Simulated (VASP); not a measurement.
# SiPb (CsCl type) (Pm-3m) in VASP: notebook

SiPb (CsCl type) is run at these levels: PBEsol; tasks: relaxation of cell and atoms, single point.

Program: VASP 6.6.1. These are calculated values, not measurements. Logs are shortened: lines on timing, memory, paths and dates and some standing lists are left out, and cuts for length are marked.

### 1 The cell of the first run

It takes space group Pm-3m (No. 221, cubic). Conventional cell: a = 3.311 Å, b = 3.311 Å, c = 3.311 Å, α = 90.00°, β = 90.00°, γ = 90.00°. Pb (site symmetry m-3m) has 8 Si at 2.87 Å and 6 Pb at 3.31 Å within 3.8 Å. Si (site symmetry m-3m) has 8 Pb at 2.87 Å and 6 Si at 3.31 Å within 3.8 Å.

### 2 Relaxation of cell and atoms, PBEsol

Input file INCAR:

```
SYSTEM = SiPb
ALGO     = Normal         ! electronic algorithm
EDIFF    = 1E-7           ! SCF threshold, eV
EDIFFG   = -0.005         ! ionic threshold
ENCUT    = 600            ! plane-wave cutoff, eV
GGA      = PS             ! functional
IBRION   = 2              ! ionic algorithm
ISIF     = 3              ! what is computed and relaxed
ISMEAR   = -1             ! smearing method
LASPH    = .TRUE.         ! aspherical terms in the spheres
LCHARG   = .FALSE.        ! write CHGCAR
LREAL    = .FALSE.        ! projectors in reciprocal space
LWAVE    = .FALSE.        ! write WAVECAR
NELM     = 80             ! most SCF steps
NSW      = 60             ! ionic steps
PREC     = Accurate       ! precision mode
SIGMA    = 0.08           ! smearing width, eV
```

Input file KPOINTS:

```
k-points
0
G
  11 11 11
  0 0 0
```

Input file POSCAR:

```
SiPb
1.0
    3.3105586784      0.0000000000      0.0000000000
    0.0000000000      3.3105586784      0.0000000000
    0.0000000000      0.0000000000      3.3105586784
Pb Si
1 1
Direct
    0.0000000000      0.0000000000      0.0000000000
    0.5000000000      0.5000000000      0.5000000000
```

Potentials or basis: VASP PAW PBE potentials, release 64 (Pb_d, Si).

Launch:

```console
cat potpaw_PBE.64/Pb_d/POTCAR potpaw_PBE.64/Si/POTCAR > POTCAR
mpirun -np 1 vasp_std > vasp.out
```

OUTCAR:

```text
SYSTEM = SiPb
   EDIFF = 1E-7
   EDIFFG = -0.005
   ENCUT = 600
   GGA = PS
   IBRION = 2
   ISIF = 3
   ISMEAR = -1
   LASPH = .TRUE.
   LREAL = .FALSE.
   NELM = 80
   NSW = 60
   PREC = Accurate

 ion  position               nearest neighbor table
   1  0.000  0.000  0.000-   2 2.87   2 2.87   2 2.87   2 2.87   2 2.87   2 2.87   2 2.87   2 2.87

   2  0.500  0.500  0.500-   1 2.87   1 2.87   1 2.87   1 2.87   1 2.87   1 2.87   1 2.87   1 2.87

  LATTYP: Found a simple cubic cell.
 ALAT       =     3.3105586784

  Lattice vectors:

 A1 = (   3.3105586784,   0.0000000000,   0.0000000000)
 A2 = (   0.0000000000,   3.3105586784,   0.0000000000)
 A3 = (   0.0000000000,   0.0000000000,   3.3105586784)

Analysis of symmetry for initial positions (statically):
=====================================================================
 Subroutine PRICEL returns:
 Original cell was already a primitive cell.

 Routine SETGRP: Setting up the symmetry group for a
 simple cubic supercell.

 Subroutine GETGRP returns: Found 48 space group operations
 (whereof 48 operations were pure point group operations)
 out of a pool of 48 trial point group operations.

The static configuration has the point symmetry O_h .

Analysis of symmetry for dynamics (positions and initial velocities):
=====================================================================
 Subroutine PRICEL returns:
 Original cell was already a primitive cell.

 Routine SETGRP: Setting up the symmetry group for a
 simple cubic supercell.

 Subroutine GETGRP returns: Found 48 space group operations
 (whereof 48 operations were pure point group operations)
 out of a pool of 48 trial point group operations.

The dynamic configuration has the point symmetry O_h .

 Subroutine INISYM returns: Found 48 space group operations
 (whereof 48 operations are pure point group operations),
 and found     1 'primitive' translations

----------------------------------------------------------------------------------------

                                     Primitive cell

  volume of cell :      36.2831

  direct lattice vectors                    reciprocal lattice vectors
     3.310558678  0.000000000  0.000000000     0.302063820  0.000000000  0.000000000
     0.000000000  3.310558678  0.000000000     0.000000000  0.302063820  0.000000000
     0.000000000  0.000000000  3.310558678     0.000000000  0.000000000  0.302063820

  length of vectors
     3.310558678  3.310558678  3.310558678     0.302063820  0.302063820  0.302063820

  position of ions in fractional coordinates (direct lattice)
     0.000000000  0.000000000  0.000000000
     0.500000000  0.500000000  0.500000000

  ion indices of the primitive-cell ions
   primitive index   ion index
                 1           1
                 2           2

----------------------------------------------------------------------------------------

 KPOINTS: k-points

Automatic generation of k-mesh.
 Grid dimensions read from file:
 generate k-points for:   11   11   11

 Generating k-lattice:

  Cartesian coordinates                     Fractional coordinates (reciprocal lattice)
     0.027460347  0.000000000  0.000000000     0.090909091  0.000000000  0.000000000
     0.000000000  0.027460347  0.000000000     0.000000000  0.090909091  0.000000000
     0.000000000  0.000000000  0.027460347     0.000000000  0.000000000  0.090909091

  Length of vectors
     0.027460347  0.027460347  0.027460347

  Shift w.r.t. Gamma in fractional coordinates (k-lattice)
     0.000000000  0.000000000  0.000000000

 Subroutine IBZKPT returns following result:
 ===========================================

 Found     56 irreducible k-points:

 Following reciprocal coordinates:
            Coordinates               Weight
  0.000000  0.000000  0.000000      1.000000
  0.090909  0.000000  0.000000      6.000000
  0.181818  0.000000  0.000000      6.000000
  0.272727  0.000000  0.000000      6.000000
  0.363636  0.000000  0.000000      6.000000
  0.454545  0.000000  0.000000      6.000000
[... 16 lines left out ...]
  0.181818  0.090909  0.090909     24.000000
  0.272727  0.090909  0.090909     24.000000
 [... further k-points ...]
   k-points           NKPTS =     56   k-points in BZ     NKDIM =     56   number of bands    NBANDS=     13
   number of dos      NEDOS =    301   number of ions     NIONS =      2
   total plane-waves  NPLWV =  21952
   dimension x,y,z NGX =    28 NGY =   28 NGZ =   28
   dimension x,y,z NGXF=    56 NGYF=   56 NGZF=   56
   ions per type =               1   1
   NGX,Y,Z   is equivalent  to a cutoff of  14.06, 14.06, 14.06 a.u.
   NGXF,Y,Z  is equivalent  to a cutoff of  28.12, 28.12, 28.12 a.u.
 SYSTEM =  SiPb
   PREC   = accura    normal or accurate (medium, high low for compatibility)
   ISTART =      0    job   : 0-new  1-cont  2-samecut
   ICHARG =      2    charge: 1-file 2-atom 10-const
   ISPIN  =      1    spin polarized calculation?
   LNONCOLLINEAR =      F non collinear calculations
   LSORBIT =      F    spin-orbit coupling
   LASPH  =      T    aspherical Exc in radial PAW
   ENCUT  =  600.0 eV  44.10 Ry    6.64 a.u.   6.61  6.61  6.61*2*pi/ulx,y,z
   NELM   =     80;   NELMIN=  2; NELMDL= -5     # of ELM steps
   EDIFF  = 0.1E-06   stopping-criterion for ELM
   LREAL  =      F    real-space projection
   EDIFFG = -.5E-02   stopping-criterion for IOM
   NSW    =     60    number of steps for IOM
   IBRION =      2    ionic relax: 0-MD 1-quasi-New 2-CG
   NFREE  =      1    steps in history (QN), initial steepest desc. (CG)
   ISIF   =      3    stress and relaxation
   ISYM   =      2    0-nonsym 1-usesym 2-fastsym
   POTIM  = 0.5000    time-step for ionic-motion
   TEBEG  =    0.0;   TEEND  =   0.0 temperature during run
   PSTRESS=    0.0 pullay stress
   NELECT =      18.0000    total number of electrons
   NUPDOWN=      -1.0000    fix difference up-down
   EMIN   =  10.00;   EMAX   =-10.00  energy-range for DOS
   EFERMI =   0.00;   METHOD = LEGACY
   ISMEAR =    -1;   SIGMA  =   0.08  broadening in eV -4-tet -1-fermi 0-gaus
   EFERMI_NEDOS =   21; number of points for ismear=-14 and -15
   IALGO  =     38    algorithm
   IMIX   =      4    mixing-type and parameters
     AMIX     =   0.40;   BMIX     =  1.00
     AMIX_MAG =   1.60;   BMIX_MAG =  1.00
  volume/ion in A,a.u.               =      18.14       122.43
  Fermi-wavevector in a.u.,A,eV,Ry     =   1.295978  2.449044 22.851796  1.679560
  Thomas-Fermi vector in A             =   2.427464
   LORBIT       =      0    0 simple, 1 ext, 2 COOP (PROOUT), +10 PAW based schemes
   GGA     = PS    functional components
   LHFCALC =     F    Hartree Fock is set to
   AEXX    =    0.0000 exact exchange contribution
   IVDW    =     0    specifies the selected vdW correction
   LEPSILON=     F    determine dielectric tensor
   LRPA    =     F    only Hartree local field effects (RPA)
 conjugate gradient relaxation of ions
 non-spin polarized calculation
  energy-cutoff  :      600.00
  volume of cell :       36.28
 maximum number of plane-waves:      1234
 NGX is ok and might be reduce to    28
   NGX = 13   NGY = 13   NGZ = 13

--------------------------------------- Ionic step        1  -------------------------------------------

 number of electron      17.9999998 magnetization

 Free energy of the ion-electron system (eV)
  ---------------------------------------------------
  ext. energy  EPLUGINS =         0.00000000
  ---------------------------------------------------
  free energy    TOTEN  =        -8.12276930 eV

  energy without entropy =       -8.09825314  energy(sigma->0) =       -8.11051122

 E-fermi :  10.8039     XC(G=0): -11.7344

 val. band max:       10.7802921347   @ k =   0.4545   0.1818   0.0000
 cond. band min:      10.8203743997   @ k =   0.4545   0.1818   0.0909
 fundamental gap:      0.0400822651
 Fermi energy:        10.8039265631

 k-point     1 :       0.0000    0.0000    0.0000
  band No.  band energies     occupation
      1      -6.5783      2.00000
      2      -6.5783      2.00000
      3      -6.0904      2.00000
      4      -6.0904      2.00000
      5      -6.0904      2.00000
      6      -3.5706      2.00000
      7       9.5932      2.00000
      8      10.0412      1.99986
      9      10.0412      1.99986
     10      10.0412      1.99986
     11      14.7463      0.00000
     12      14.7463      0.00000
     13      22.2294      0.00000
[... 927 lines left out ...]
 POSITION                                       TOTAL-FORCE (eV/Angst)
 -----------------------------------------------------------------------------------
      3.57888      3.57888      0.00000        -0.000000     -0.000000      0.000000
      1.78944      1.78944      1.78944         0.000000      0.000000      0.000000
 -----------------------------------------------------------------------------------
    total drift:                                0.000000      0.000000     -0.000000

  FREE ENERGIE OF THE ION-ELECTRON SYSTEM (eV)
  ---------------------------------------------------
  free  energy   TOTEN  =        -8.7184418407 eV

  energy  without entropy=       -8.6994940126  energy(sigma->0) =       -8.70896793

--------------------------------------- Ionic step        6  -------------------------------------------

 number of electron      18.0000004 magnetization

 Free energy of the ion-electron system (eV)
  ---------------------------------------------------
  ext. energy  EPLUGINS =         0.00000000
  ---------------------------------------------------
  free energy    TOTEN  =        -8.71844491 eV

  energy without entropy =       -8.69949883  energy(sigma->0) =       -8.70897187

 E-fermi :   7.6946     XC(G=0): -10.6339

 val. band max:        7.6649035850   @ k =   0.1818   0.0000   0.0000
 cond. band min:       7.7221270810   @ k =   0.4545   0.0909   0.0909
 fundamental gap:      0.0572234960
 Fermi energy:         7.6946219500

 k-point     1 :       0.0000    0.0000    0.0000
  band No.  band energies     occupation
      1      -9.2076      2.00000
      2      -9.2076      2.00000
      3      -8.9719      2.00000
      4      -8.9719      2.00000
      5      -8.9719      2.00000
      6      -4.6099      2.00000
      7       4.8472      2.00000
      8       7.2353      1.99360
      9       7.2353      1.99360
     10       7.2353      1.99360
     11      11.7781      0.00000
     12      11.7781      0.00000
     13      16.4770      0.00000
[... 390 lines left out ...]
 POSITION                                       TOTAL-FORCE (eV/Angst)
 -----------------------------------------------------------------------------------
      0.00000     -0.00000      0.00000        -0.000000      0.000000      0.000000
      1.78980      1.78980      1.78980         0.000000     -0.000000      0.000000
 -----------------------------------------------------------------------------------
    total drift:                               -0.000000      0.000000     -0.000000

  FREE ENERGIE OF THE ION-ELECTRON SYSTEM (eV)
  ---------------------------------------------------
  free  energy   TOTEN  =        -8.7184449107 eV

  energy  without entropy=       -8.6994988315  energy(sigma->0) =       -8.70897187

 reached required accuracy - stopping structural energy minimisation
```

Wall time 64 s (1 thread of Intel Xeon Platinum 8488C (Sapphire Rapids), shared host); peak memory 0.18 GiB.

What came out:

```yaml
Free_energy: -8.7184 eV
Relaxed_volume: 22.93 Å³/atom
Relaxed_cell: a = 3.580 Å, b = 3.580 Å, c = 3.580 Å, α = 90.00°, β = 90.00°, γ = 90.00°
Space_group_after_relaxing_to_0.05_Å: Pm-3m (No. 221)
Energy_gained_by_relaxing: 297.8 meV/atom
Ionic_steps: 6
Pressure_after_relaxing: 0.0 GPa
```

Step by step:
```
step  energy change (eV)  largest force (eV/Å)  pressure (GPa)  volume (Å³)
   1              0.0000                0.0000           24.70        36.28
   2             -0.4304                0.0000           -6.45        53.04
   3             -0.5957                0.0000            0.07        45.82
   4             -0.5956                0.0000           -0.21        46.03
   5             -0.5957                0.0000            0.04        45.84
   6             -0.5957                0.0000            0.00        45.87
```

Final structure:
```cif
data_structure
_symmetry_space_group_name_H-M 'P 1'
_symmetry_Int_Tables_number 1
_cell_length_a 3.5796
_cell_length_b 3.5796
_cell_length_c 3.5796
_cell_angle_alpha 90.000
_cell_angle_beta 90.000
_cell_angle_gamma 90.000
_cell_volume 45.87
loop_
_atom_site_label
_atom_site_type_symbol
_atom_site_fract_x
_atom_site_fract_y
_atom_site_fract_z
_atom_site_occupancy
Pb1 Pb 0.00000 0.00000 0.00000 1
Si1 Si 0.50000 0.50000 0.50000 1
```

Levels at points of the mesh, in eV from the Fermi level:
```csv
k point,band 7,band 8,band 9,band 10,band 11,band 12
"(0.00, 0.00, 0.00)",-2.85,-0.46,-0.46,-0.46,4.08,4.08
```

Caveat: the volume moved by over 15 % at a fixed basis, so the end points are rough; the bands computed are all filled at some k points, so no gap is given; the PAW data sets were made with another functional, which shifts forces and pressure a little; spin-orbit coupling is left out, which moves the levels of the heavy elements.

### 3 Single point, PBEsol (volume scaled by 0.45)

Input file INCAR:

```
PREC = Accurate
ENCUT = 520
EDIFF = 1E-6
ISMEAR = -1
SIGMA = 0.08
LREAL = F
LASPH = T
NELM = 100
ALGO = Normal
ISIF = 2
LWAVE = F
LCHARG = F
GGA = PS
NBANDS = 16
```

Input file KPOINTS:

```
Automatic mesh
0
Gamma
  11 11 11
```

Input file POSCAR:

```
SiPb
1.0
    2.7433912084      0.0000000000      0.0000000000
    0.0000000000      2.7433912084      0.0000000000
    0.0000000000      0.0000000000      2.7433912084
Pb Si
1 1
Direct
    0.0000000000      0.0000000000      0.0000000000
    0.5000000000      0.5000000000      0.5000000000
```

Potentials or basis: VASP PAW PBE potentials, release 64 (Pb_d, Si).

Launch:

```console
cat potpaw_PBE.64/Pb_d/POTCAR potpaw_PBE.64/Si/POTCAR > POTCAR
mpirun -np 1 vasp_std > vasp.out
```

Wall time 8.7 s (1 thread of Intel Xeon 6975P-C, shared host); peak memory 0.14 GiB.

The run converged. Its results:

| Item | Value |
| --- | --- |
| Free energy | 2.8110 eV |
| Pressure | 307.1 GPa |
| Band gap on the k mesh | zero (band 9 reaches 24.88 eV, above the bottom of band 10 at 19.32 eV) |

Levels at points of the mesh, in eV from the Fermi level:
```csv
k point,band 5,band 6,band 7,band 8,band 9,band 10,band 11,band 12,band 13,band 14
"(0.00, 0.00, 0.00)",-18.73,-18.73,-2.05,-2.05,-2.05,3.48,3.48,4.83,14.71,14.71
```

Caveat: the cell differs from its parent crystal (volume scaled by 0.45); the PAW data sets were made with another functional, which shifts forces and pressure a little; spin-orbit coupling is left out, which moves the levels of the heavy elements.
